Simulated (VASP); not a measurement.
# CaO (Fm-3m) in VASP: notebook

Aim: see how the results for CaO move with the level of theory and the settings. Levels: r2SCAN, PBE. Tasks: G0W0 quasiparticle levels.

Everything below comes from runs of VASP 6.6.1. Logs are shortened: lines on timing, memory, paths and dates and some standing lists are left out, and cuts for length are marked.

### Step 1. The cell of the first run

The structure is cubic, space group Fm-3m (No. 225). The conventional cell has a = 4.795 Å, b = 4.795 Å, c = 4.795 Å, α = 90.00°, β = 90.00°, γ = 90.00°. Within 3.2 Å of Ca (site symmetry m-3m) lie 6 O at 2.40 Å. O (site symmetry m-3m) has 6 Ca at 2.40 Å within 3.2 Å.

### Step 2. G0W0 quasiparticle levels, r2SCAN

POSCAR reads:

```
CaO
1.0
    0.0000000000      2.3975473891      2.3975473891
    2.3975473891      0.0000000000      2.3975473891
    2.3975473891      2.3975473891      0.0000000000
Ca O
1 1
Direct
    0.0000000000      0.0000000000      0.0000000000
    0.5000000000      0.5000000000      0.5000000000
```

INCAR.step1 reads:

```
PREC = Accurate ; ENCUT = 500
EDIFF = 1E-8 ; ISMEAR = 0
SIGMA = 0.01 ; LREAL = False
LASPH = True ; NELM = 80
ALGO = Normal ; LWAVE = True
LCHARG = False ; METAGGA = R2SCAN
LMIXTAU = True
```

INCAR.step2 reads:

```
PREC = Accurate ; ENCUT = 500
EDIFF = 1E-8 ; ISMEAR = 0
SIGMA = 0.01 ; LREAL = False
LASPH = True ; NELM = 1
ALGO = Exact ; LWAVE = True
LCHARG = False ; METAGGA = R2SCAN
LMIXTAU = True ; NBANDS = 111
LOPTICS = True ; ISTART = 1
```

INCAR.step3 reads:

```
PREC = Accurate ; ENCUT = 500
EDIFF = 1E-8 ; ISMEAR = 0
SIGMA = 0.01 ; LREAL = False
LASPH = True ; ALGO = EVGW0
LWAVE = False ; LCHARG = False
METAGGA = R2SCAN ; LMIXTAU = True
NELMGW = 1 ; NBANDS = 111
ENCUTGW = 140.0 ; NOMEGA = 96
PRECFOCK = Fast ; ISTART = 1
NBANDSGW = 16 ; OMEGAMAX = 30
```

KPOINTS reads:

```
Automatic mesh
0
Gamma
  4 4 4
```

Potentials or basis: VASP PAW PBE potentials, release 64 (Ca_sv_GW, O_GW).

Launch:

```bash
cat potpaw_PBE.64/Ca_sv_GW/POTCAR potpaw_PBE.64/O_GW/POTCAR > POTCAR
cp INCAR.step1 INCAR
mpirun -np 1 vasp_std > vasp.out
cp INCAR.step2 INCAR
mpirun -np 1 vasp_std > vasp.out
cp INCAR.step3 INCAR
mpirun -np 1 vasp_std > vasp.out
```

OUTCAR:

```text
PREC = Accurate
   ENCUT = 500
   EDIFF = 1E-8
   ISMEAR = 0
   LREAL = False
   LASPH = True
   METAGGA = R2SCAN
   NELMGW = 1
   ENCUTGW = 140.0
   PRECFOCK = Fast
   ISTART = 1

 ion  position               nearest neighbor table
   1  0.000  0.000  0.000-   2 2.40   2 2.40   2 2.40   2 2.40   2 2.40   2 2.40
   2  0.500  0.500  0.500-   1 2.40   1 2.40   1 2.40   1 2.40   1 2.40   1 2.40

  LATTYP: Found a face centered cubic cell.
 ALAT       =     4.7950947782

  Lattice vectors:

 A1 = (   0.0000000000,   2.3975473891,   2.3975473891)
 A2 = (   2.3975473891,   0.0000000000,   2.3975473891)
 A3 = (   2.3975473891,   2.3975473891,   0.0000000000)

Analysis of symmetry for initial positions (statically):
=====================================================================
 Subroutine PRICEL returns:
 Original cell was already a primitive cell.

 Routine SETGRP: Setting up the symmetry group for a
 face centered cubic supercell.

 Subroutine GETGRP returns: Found 48 space group operations
 (whereof 48 operations were pure point group operations)
 out of a pool of 48 trial point group operations.

The static configuration has the point symmetry O_h .

Analysis of symmetry for dynamics (positions and initial velocities):
=====================================================================
 Subroutine PRICEL returns:
 Original cell was already a primitive cell.

 Routine SETGRP: Setting up the symmetry group for a
 face centered cubic supercell.

 Subroutine GETGRP returns: Found 48 space group operations
 (whereof 48 operations were pure point group operations)
 out of a pool of 48 trial point group operations.

The dynamic configuration has the point symmetry O_h .

 Subroutine INISYM returns: Found 48 space group operations
 (whereof 48 operations are pure point group operations),
 and found     1 'primitive' translations

----------------------------------------------------------------------------------------

                                     Primitive cell

  volume of cell :      27.5633

  direct lattice vectors                    reciprocal lattice vectors
     0.000000000  2.397547389  2.397547389    -0.208546451  0.208546451  0.208546451
[... 49 lines left out ...]
  0.500000  0.500000  0.000000      3.000000
 -0.250000  0.500000  0.250000      6.000000
   k-points           NKPTS =      8   k-points in BZ     NKDIM =     64   number of bands    NBANDS=    111
   number of dos      NEDOS =    301   number of ions     NIONS =      2
   total plane-waves  NPLWV =  21952
   dimension x,y,z NGX =    28 NGY =   28 NGZ =   28
   dimension x,y,z NGXF=    56 NGYF=   56 NGZF=   56
   ions per type =               1   1
   NGX,Y,Z   is equivalent  to a cutoff of  13.73, 13.73, 13.73 a.u.
   NGXF,Y,Z  is equivalent  to a cutoff of  27.46, 27.46, 27.46 a.u.
 SYSTEM =  unknown system
   PREC   = accura    normal or accurate (medium, high low for compatibility)
   ISTART =      1    job   : 0-new  1-cont  2-samecut
   ICHARG =      0    charge: 1-file 2-atom 10-const
   ISPIN  =      1    spin polarized calculation?
   LNONCOLLINEAR =      F non collinear calculations
   LSORBIT =      F    spin-orbit coupling
   LASPH  =      T    aspherical Exc in radial PAW
   ENCUT  =  500.0 eV  36.75 Ry    6.06 a.u.   6.18  6.18  6.18*2*pi/ulx,y,z
   NELM   =     60;   NELMIN=  2; NELMDL=  0     # of ELM steps
   EDIFF  = 0.1E-07   stopping-criterion for ELM
   LREAL  =      F    real-space projection
   EDIFFG = 0.1E-06   stopping-criterion for IOM
   NSW    =      0    number of steps for IOM
   IBRION =     -1    ionic relax: 0-MD 1-quasi-New 2-CG
   NFREE  =      0    steps in history (QN), initial steepest desc. (CG)
   ISIF   =      0    stress and relaxation
   ISYM   =      3    0-nonsym 1-usesym 2-fastsym
   POTIM  = 0.5000    time-step for ionic-motion
   TEBEG  =    0.0;   TEEND  =   0.0 temperature during run
   PSTRESS=    0.0 pullay stress
   NELECT =      16.0000    total number of electrons
   NUPDOWN=      -1.0000    fix difference up-down
   EMIN   =  10.00;   EMAX   =-10.00  energy-range for DOS
   EFERMI =   0.00;   METHOD = LEGACY
   ISMEAR =     0;   SIGMA  =   0.01  broadening in eV -4-tet -1-fermi 0-gaus
   EFERMI_NEDOS =   21; number of points for ismear=-14 and -15
   IALGO  =     38    algorithm
   IMIX   =      4    mixing-type and parameters
     AMIX     =   0.40;   BMIX     =  1.00
     AMIX_MAG =   1.60;   BMIX_MAG =  1.00
  volume/ion in A,a.u.               =      13.78        93.00
  Fermi-wavevector in a.u.,A,eV,Ry     =   1.365644  2.580694 25.374656  1.864985
  Thomas-Fermi vector in A             =   2.491855
   LORBIT       =      0    0 simple, 1 ext, 2 COOP (PROOUT), +10 PAW based schemes
   METAGGA = R2SCAN    functional components
   LHFCALC =     T    Hartree Fock is set to
   PRECFOCK=fast      Normal, Fast or Accurate (Low or Medium for compatibility)
   ENCUT4O =  -1.0   cutoff for four orbital integrals eV
   NKREDX  =     1    reduce k-point grid by
   NKREDY  =     1    reduce k-point grid by
   NKREDZ  =     1    reduce k-point grid by
   AEXX    =    1.0000 exact exchange contribution
   HFSCREEN=    0.0000 screening length (either q_TF or 0.3 A-1)
   HFSCREENC=   0.0000 screening length for correlation (either q_TF or 0.3 A-1)
   ENCUTFOCK=  -1.0 apply spherical cutoff to Coloumb kernel
   IVDW    =     0    specifies the selected vdW correction
   LEPSILON=     F    determine dielectric tensor
   LRPA    =     F    only Hartree local field effects (RPA)
   LRPAFORCE           =     F    calculate RPA forces
   ENCUTGW             = 140.0    cutoff for response function in eV
   ENCUTGWSOFT         = 112.0    soft cutoff for Coulomb kernel in GW response function in eV
   ENCUTLF             =  -1.0    cutoff for local field effects
   NELMGW              =     1    number of iterations in solving QP/BSE equation
   NELMHF              =     1    number of iterations in the inner HF iteration
   NKREDLFX            =     1    NKREDLFY  =   1   NKREDLFZ  =   1
 non-spin polarized calculation
 Gauss-broadening in eV      SIGMA  =   0.01
  energy-cutoff  :      500.00
  volume of cell :       27.56
 maximum number of plane-waves:       725
 NGX is ok and might be reduce to    28
  NGX = 14; NGY = 14; NGZ = 14
   NGX = 13   NGY = 13   NGZ = 13
 maximum number of plane-waves:       113
 NGX is ok and might be reduce to    14

 QP shifts <psi_nk| G(iteration)W_0 |psi_nk>: iteration 1
 for sc-GW calculations column KS-energies equals QP-energies in previous step
 and V_xc(KS)=  KS-energies - (<T + V_ion + V_H > + <T+V_H+V_ion>^1  + <V_x>^1)

 k-point   1 :       0.0000    0.0000    0.0000
  band No.  KS-energies  QP-energies   sigma(KS)   V_xc(KS)     V^pw_x(r,r')   Z            occupation Imag(sigma)

      1     -34.7013     -35.4096     -23.3460     -22.2252     -34.4173       0.6320       2.0000       0.7223
      2     -14.5904     -16.5660     -23.4222     -20.8873     -28.1225       0.7794       2.0000       0.1857
      3     -14.5904     -16.5660     -23.4222     -20.8873     -28.1225       0.7794       2.0000       0.1857
      4     -14.5904     -16.5660     -23.4222     -20.8873     -28.1225       0.7794       2.0000       0.1857
      5     -12.1528     -13.0773     -22.2255     -20.8138     -30.8433       0.6549       2.0000       0.6362
      6       4.3315       3.6962     -20.4837     -19.6540     -24.5594       0.7658       2.0000       0.0889
[... 135 lines left out ...]
      2     -15.0762     -16.8517     -22.8046     -20.4390     -28.1541       0.7505       2.0000       0.2564
      3     -15.0087     -17.0392     -22.9895     -20.3871     -27.7611       0.7802       2.0000       0.2526
      4     -15.0087     -17.0392     -22.9895     -20.3871     -27.7611       0.7802       2.0000       0.2526
      5     -11.4872     -12.4781     -23.0979     -21.5754     -31.0433       0.6508       2.0000       0.5227
      6       3.0473       2.2473     -19.1562     -18.0972     -23.2553       0.7554       2.0000       0.1036
[... 8 lines left out ...]
     15      19.4589      20.8021     -11.7223     -13.4405      -6.2273       0.7817       0.0000      -0.4089
     16      19.4928      19.9939     -10.6549     -11.2768      -5.6499       0.8059       0.0000      -0.2669
```

OUTCAR.step1:

```text
PREC = Accurate
   ENCUT = 500
   EDIFF = 1E-8
   ISMEAR = 0
   LREAL = False
[... 323 lines left out ...]
      0.00000      0.00000      0.00000         0.000000      0.000000      0.000000
      2.39755      2.39755      2.39755        -0.000000     -0.000000     -0.000000
 -----------------------------------------------------------------------------------
    total drift:                                0.000000      0.000000      0.000000

  FREE ENERGIE OF THE ION-ELECTRON SYSTEM (eV)
  ---------------------------------------------------
  free  energy   TOTEN  =       -24.4559205079 eV

  energy  without entropy=      -24.4559205079  energy(sigma->0) =      -24.45592051
```

Wall time 1.8 min (1 thread of AMD EPYC 9R45 (Zen 5), shared host); peak memory 0.24 GiB.

Results:

* Quasiparticle gap: 6.07 eV
* Least direct quasiparticle gap: 6.55 eV
* Band gap of the starting levels on the mesh: 4.20 eV
* Least direct gap of the starting levels on the mesh: 4.58 eV

Caveat: the k points lie up to 0.57 Å⁻¹ apart; bands, screening cutoff and mesh are small and nothing is extrapolated, so the quasiparticle values aren't converged.

### Step 3. G0W0 quasiparticle levels, PBE

POSCAR is that of step 2.

INCAR.step1 reads:

```
  PREC = Accurate
  ENCUT = 500
  EDIFF = 1E-8
  ISMEAR = 0
  SIGMA = 0.01
  LREAL = False
  LASPH = True
  NELM = 100
  ALGO = Normal
  LWAVE = True
  LCHARG = False
  GGA = PE
```

INCAR.step2 reads:

```
  PREC = Accurate
  ENCUT = 500
  EDIFF = 1E-8
  ISMEAR = 0
  SIGMA = 0.01
  LREAL = False
  LASPH = True
  NELM = 1
  ALGO = Exact
  LWAVE = True
  LCHARG = False
  GGA = PE
  NBANDS = 111
  LOPTICS = True
  ISTART = 1
```

INCAR.step3 reads:

```
  PREC = Accurate
  ENCUT = 500
  EDIFF = 1E-8
  ISMEAR = 0
  SIGMA = 0.01
  LREAL = False
  LASPH = True
  ALGO = EVGW0
  LWAVE = False
  LCHARG = False
  GGA = PE
  NELMGW = 1
  NBANDS = 111
  ENCUTGW = 140.0
  NOMEGA = 96
  PRECFOCK = Fast
  ISTART = 1
  NBANDSGW = 16
  OMEGAMAX = 30
```

KPOINTS is that of step 2.

Potentials or basis: VASP PAW PBE potentials, release 64 (Ca_sv_GW, O_GW).

Launch:

```bash
cat potpaw_PBE.64/Ca_sv_GW/POTCAR potpaw_PBE.64/O_GW/POTCAR > POTCAR
cp INCAR.step1 INCAR
mpirun -np 1 vasp_std > vasp.out
cp INCAR.step2 INCAR
mpirun -np 1 vasp_std > vasp.out
cp INCAR.step3 INCAR
mpirun -np 1 vasp_std > vasp.out
```

OUTCAR:

```text
PREC = Accurate
   ENCUT = 500
   EDIFF = 1E-8
   ISMEAR = 0
   LREAL = False
   LASPH = True
   GGA = PE
   NELMGW = 1
   ENCUTGW = 140.0
   PRECFOCK = Fast
   ISTART = 1

 ion  position               nearest neighbor table
   1  0.000  0.000  0.000-   2 2.40   2 2.40   2 2.40   2 2.40   2 2.40   2 2.40
   2  0.500  0.500  0.500-   1 2.40   1 2.40   1 2.40   1 2.40   1 2.40   1 2.40

  LATTYP: Found a face centered cubic cell.
 ALAT       =     4.7950947782

  Lattice vectors:
[... 156 lines left out ...]
   ENCUTLF             =  -1.0    cutoff for local field effects
   NELMGW              =     1    number of iterations in solving QP/BSE equation
   NELMHF              =     1    number of iterations in the inner HF iteration
   NKREDLFX            =     1    NKREDLFY  =   1   NKREDLFZ  =   1
 non-spin polarized calculation
 Gauss-broadening in eV      SIGMA  =   0.01
  energy-cutoff  :      500.00
  volume of cell :       27.56
 maximum number of plane-waves:       725
 NGX is ok and might be reduce to    28
  NGX = 14; NGY = 14; NGZ = 14
   NGX = 13   NGY = 13   NGZ = 13
 maximum number of plane-waves:       113
 NGX is ok and might be reduce to    14

 QP shifts <psi_nk| G(iteration)W_0 |psi_nk>: iteration 1
 for sc-GW calculations column KS-energies equals QP-energies in previous step
 and V_xc(KS)=  KS-energies - (<T + V_ion + V_H > + <T+V_H+V_ion>^1  + <V_x>^1)

 k-point   1 :       0.0000    0.0000    0.0000
  band No.  KS-energies  QP-energies   sigma(KS)   V_xc(KS)     V^pw_x(r,r')   Z            occupation Imag(sigma)

      1     -32.9305     -34.4603     -23.0759     -20.6285     -34.4136       0.6251       2.0000       0.7370
      2     -13.6909     -16.0026     -23.1861     -20.1615     -28.1229       0.7643       2.0000       0.2058
      3     -13.6909     -16.0026     -23.1861     -20.1615     -28.1229       0.7643       2.0000       0.2058
      4     -13.6909     -16.0026     -23.1861     -20.1615     -28.1229       0.7643       2.0000       0.2058
      5     -10.8554     -12.5606     -21.8739     -19.2156     -30.6884       0.6415       2.0000       0.6847
      6       4.6801       3.7953     -20.3460     -19.1686     -24.5135       0.7514       2.0000       0.0979
[... 135 lines left out ...]
      2     -14.1300     -16.2950     -22.5925     -19.6423     -28.0821       0.7339       2.0000       0.2619
      3     -14.1159     -16.4674     -22.7291     -19.6323     -27.7420       0.7593       2.0000       0.2682
      4     -14.1159     -16.4674     -22.7291     -19.6323     -27.7420       0.7593       2.0000       0.2682
      5     -10.2237     -11.9591     -22.7436     -20.0595     -30.9968       0.6466       2.0000       0.5708
      6       3.3922       2.3676     -18.9466     -17.5625     -23.1442       0.7403       2.0000       0.1144
[... 8 lines left out ...]
     15      18.9011      20.5157     -12.0508     -14.1574      -6.3274       0.7665       0.0000      -0.4594
     16      18.9011      20.5157     -12.0508     -14.1574      -6.3274       0.7665       0.0000      -0.4594
```

OUTCAR.step1:

```text
PREC = Accurate
   ENCUT = 500
   EDIFF = 1E-8
   ISMEAR = 0
   LREAL = False
[... 323 lines left out ...]
      0.00000      0.00000      0.00000         0.000000      0.000000      0.000000
      2.39755      2.39755      2.39755        -0.000000     -0.000000     -0.000000
 -----------------------------------------------------------------------------------
    total drift:                                0.000000      0.000000      0.000000

  FREE ENERGIE OF THE ION-ELECTRON SYSTEM (eV)
  ---------------------------------------------------
  free  energy   TOTEN  =       -17.7760832795 eV

  energy  without entropy=      -17.7760832795  energy(sigma->0) =      -17.77608328
```

OUTCAR.step2:

```text
PREC = Accurate
   ENCUT = 500
   EDIFF = 1E-8
   ISMEAR = 0
   LREAL = False
[... 721 lines left out ...]
     0.00000     4.03513     4.03513     4.03513    -0.00000    -0.00000     0.00000
     2.00705     4.28969     4.28969     4.28969    -0.00000    -0.00000     0.00000
     4.01409     4.94107     4.94107     4.94107     0.00000    -0.00000     0.00000
     6.02114     7.77288     7.77288     7.77288     0.00000    -0.00000     0.00000
     8.02818     2.36900     2.36900     2.36900    -0.00000    -0.00000    -0.00000
    10.03523    -1.95316    -1.95316    -1.95316    -0.00000     0.00000    -0.00000
[... 92 lines left out ...]
   196.69046     0.98023     0.98023     0.98023     0.00000     0.00000    -0.00000
   198.69750     0.98068     0.98068     0.98068     0.00000     0.00000    -0.00000
```

Wall time 39 s (1 thread of Intel Xeon 6975P-C (Granite Rapids), shared host); peak memory 0.27 GiB.

Results:

| Item | Value |
| --- | --- |
| Quasiparticle gap | 5.81 eV |
| Least direct quasiparticle gap | 6.27 eV |
| Band gap of the starting levels on the mesh | 3.65 eV |
| Least direct gap of the starting levels on the mesh | 4.03 eV |

Caveat: the k points lie up to 0.57 Å⁻¹ apart; bands, screening cutoff and mesh are small and nothing is extrapolated, so the quasiparticle values aren't converged.

(Continued in part 2 of 2.)
